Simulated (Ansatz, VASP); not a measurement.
# In in VASP and in Ansatz

POSCAR

```
In
1.0
   -1.6362350157      1.6362350157      2.4900825966
    1.6362350157     -1.6362350157      2.4900825966
    1.6362350157      1.6362350157     -2.4900825966
In
1
Direct
    0.0000000000      0.0000000000      0.0000000000
```

Contents of INCAR.step1:

```
SYSTEM = In
ALGO = Normal
EDIFF = 1E-5
ENCUT = 520
GGA = PE
ISIF = 2
ISMEAR = -1
LASPH = .TRUE.
LCHARG = .FALSE.
LREAL = .FALSE.
LWAVE = .TRUE.
NBANDS = 12
NELM = 100
PREC = Accurate
SIGMA = 0.05
```

The input INCAR.step2:

```
SYSTEM = In
AEXX = 0.25
ALGO = Normal
EDIFF = 1E-6
ENCUT = 520
GGA = PE
ISIF = 2
ISMEAR = -1
ISTART = 1
LASPH = .TRUE.
LCHARG = .FALSE.
LHFCALC = .TRUE.
LREAL = .FALSE.
LWAVE = .FALSE.
NBANDS = 12
NELM = 100
PREC = Accurate
PRECFOCK = Normal
SIGMA = 0.05
```

File KPOINTS:

```
k-points
0
G
  6 6 6
  0 0 0
```

input.yaml

```yaml
crystal:
  lattice:
    - [-1.6362350157, 1.6362350157, 2.4900825966]
    - [1.6362350157, -1.6362350157, 2.4900825966]
    - [1.6362350157, 1.6362350157, -2.4900825966]
  atoms:
    - { symbol: In, position: [0.0, 0.0, 0.0] }
hamiltonian:
  xc: pbe0
  pseudopotentials: { kind: paw }
kpoints:
  mp_grid: { grid: [6, 6, 6] }
scf:
  occupations: { method: fermi_dirac, width: 0.05 }
output:
  forces: true
  stress: true
  eigenvalues: true
  write_density: true
  write_potential: true
  elf: true
  volumetric_format: npy
```

Alike in both runs: task single point; functional PBE0; k mesh 6 × 6 × 6; occupations fermi-dirac, width 0.05 eV; no spin polarisation.

```csv
,VASP,Ansatz
version,VASP 6.6.1,Ansatz 0.2.0
potentials or method,"VASP PAW PBE potentials, release 64 (In_d)",Ansatz PAW
plane-wave cutoff (eV),520,420
valence electrons in the cell,13,13
```

Ansatz gave:

- gap on the k mesh at the Fermi level (eV): none
- pressure (GPa): -0.4
- traceless stress, the component that is largest in VASP (GPa): 1.88

**Question.** Which values does VASP return?

**Answer.** gap on the k mesh at the Fermi level (eV): none; pressure (GPa): -0.6; traceless stress, the component that is largest in VASP (GPa): 1.88.

A gap of «none» marks a metal or a gap that the smearing closes. With one functional, cell and mesh, what is left measures potentials, basis and numerics.

The k mesh is coarse, so the values compare programs but aren't converged.
